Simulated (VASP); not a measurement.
Input of a VASP 6.6.1 run:

INCAR

```
SYSTEM = SnSe
  PREC = Accurate
  ENCUT = 520
  EDIFF = 1E-8
  ISMEAR = -1
  SIGMA = 0.05
  LREAL = .False.
  LASPH = .True.
  NELM = 100
  ALGO = Normal
  ISIF = 2
  LWAVE = .False.
  LCHARG = .False.
  GGA = PS
  LEFG = .True.
  NBANDS = 17
```

Contents of KPOINTS:

```
regular mesh
0
Gamma
  10 10 10
  0 0 0
```

The input POSCAR:

```
SnSe
1.0
    0.0000000000      2.9065417928      2.9065417928
    2.9065417928      0.0000000000      2.9065417928
    2.9065417928      2.9065417928      0.0000000000
Sn Se
1 1
Direct
    0.0000000000      0.0000000000      0.0000000000
    0.5000000000      0.5000000000      0.5000000000
```

Potentials or basis: VASP PAW PBE potentials, release 64 (Sn_d, Se).

The run is started by

```bash
$ cat potpaw_PBE.64/Sn_d/POTCAR potpaw_PBE.64/Se/POTCAR > POTCAR
$ mpirun -np 1 vasp_std > vasp.out
```

(1) What does it give for the pressure?

(2) Predict the band gap on the k mesh.

## Answers

(1) 4.5 GPa.

(2) 0.33 eV, indirect (least direct gap 0.54 eV).

Caveat: without QUAD_EFG the Cq values of the log hold for a quadrupole moment of 1 mb, not for the nuclei; the PAW data sets were made with another functional, which shifts forces and pressure a little; spin-orbit coupling is left out, which moves the levels of the heavy elements.
